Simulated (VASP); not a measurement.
Runs of VASP 6.6.1 on Si. The structure is that of space group Fd-3m (No. 227), or close to it. The cells are those of the table. 

| task | cell | cutoff (eV) | gap on the mesh (eV) | pressure (GPa) |
| --- | --- | --- | --- | --- |
| single point | a = 3.752 Å, angles 60.0°, 2 atoms | 520 | 0.56 | 9.9 |
| relaxation of cell and atoms | relaxed to 20 GPa from a = 3.838 Å, angles 60.0°, 2 atoms | 600 | 0.40 | 19.8 |
| relaxation of cell and atoms | relaxed to 10 GPa from a = 3.838 Å, angles 60.0°, 2 atoms | 600 | 0.56 | 9.9 |
| single point | a = 3.804 Å, angles 60.0°, 2 atoms | 520 | 0.65 | 4.9 |
| relaxation of cell and atoms | relaxed to 5 GPa from a = 3.838 Å, angles 60.0°, 2 atoms | 600 | 0.65 | 5.0 |
| single point | a = 3.869 Å, angles 60.0°, 2 atoms | 520 | 0.75 | -0.1 |
| single point | a = 3.668 Å, angles 60.0°, 2 atoms | 520 | (a) | (b) |
| relaxation of cell and atoms | relaxed from a = 3.838 Å, angles 60.0°, 2 atoms | 600 | 0.75 | 0.0 |

Alike in all rows: level PBE; potentials or basis VASP PAW PBE potentials, release 64 (Si); no spin polarisation; k mesh 6 × 6 × 6; smearing gaussian 0.01 eV.

**Question.** Fill in the values left out.

**Answer.** (a) 0.39; (b) 19.9.

Caveats: the cell is relaxed towards a set pressure, so the enthalpy falls and the energy may rise (some runs).

A k mesh can miss the band edges.
